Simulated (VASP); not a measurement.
The system is Sr2Sb2O.

```
Sr Sb O
1.0
     3.63011    0.00000    0.00000
    -1.81506    3.14377    0.00000
     0.00000    0.00000    8.63056
Sr Sb O
2 2 1
Direct
  0.33333 0.66667 0.90833
  0.66667 0.33333 0.09167
  0.66667 0.33333 0.66634
  0.33333 0.66667 0.33366
  0.00000 0.00000 0.00000
```

```yaml
Program: VASP 6.6.1
Task: relaxation of cell and atoms
Functional: PBE
Dispersion: D3(BJ)
Potentials_or_basis: VASP PAW PBE potentials, release 64 (Sr_sv, Sb_d_GW, O_h)
Cutoff: 1340 eV
k_mesh: 6 × 6 × 2
Occupations: gaussian, width 0.1 eV
Spin: no spin polarisation
```

At the start: pressure 35.0 GPa; volume 19.70 Å³/atom.

Q: How do energy, volume and symmetry change on relaxing?

A: Over 15 steps the energy falls by 1146.5 meV/atom and the volume is 25.86 Å³/atom (+31.3 %); space group P-3m1 (No. 164, to 0.1 Å) before and after.

The path:
```csv
step,energy change (eV),largest force (eV/Å),pressure (GPa),volume (Å³)
1,0.0000,3.4167,34.96,98.49
2,-3.4274,0.8790,-6.49,173.36
3,-4.0957,1.3172,-1.36,142.08
4,-4.5931,1.0830,-1.18,140.29
5,-5.6427,0.2128,-0.97,133.36
6,-5.6539,0.7933,-0.90,129.37
7,-5.7018,0.3911,-0.98,131.52
8,-5.7027,0.4404,-0.98,131.25
9,-5.7225,0.0493,0.97,126.23
10,-5.7272,0.1440,0.34,127.72
11,-5.7303,0.0918,-0.09,128.87
12,-5.7303,0.0859,-0.06,128.77
13,-5.7314,0.0658,-0.01,128.76
14,-5.7319,0.0445,0.11,128.75
15,-5.7325,0.0131,-0.04,129.32
```

Final structure:
```xyz
5
Lattice="3.6221 0.0000 0.0000 -1.8110 3.1368 0.0000 0.0000 0.0000 11.3824" Properties=species:S:1:pos:R:3 pbc="T T T"
Sr    0.0000    2.0912    9.8850
Sr    1.8110    1.0456    1.4974
Sb    1.8110    1.0456    7.1944
Sb    0.0000    2.0912    4.1880
O     0.0000    0.0000    0.0000
```

Caveat: the k points lie up to 0.33 Å⁻¹ apart in the final cell, too coarse for converged energies and pressures of a metal; the volume moved by over 15 % at a fixed basis, so the end points are rough.
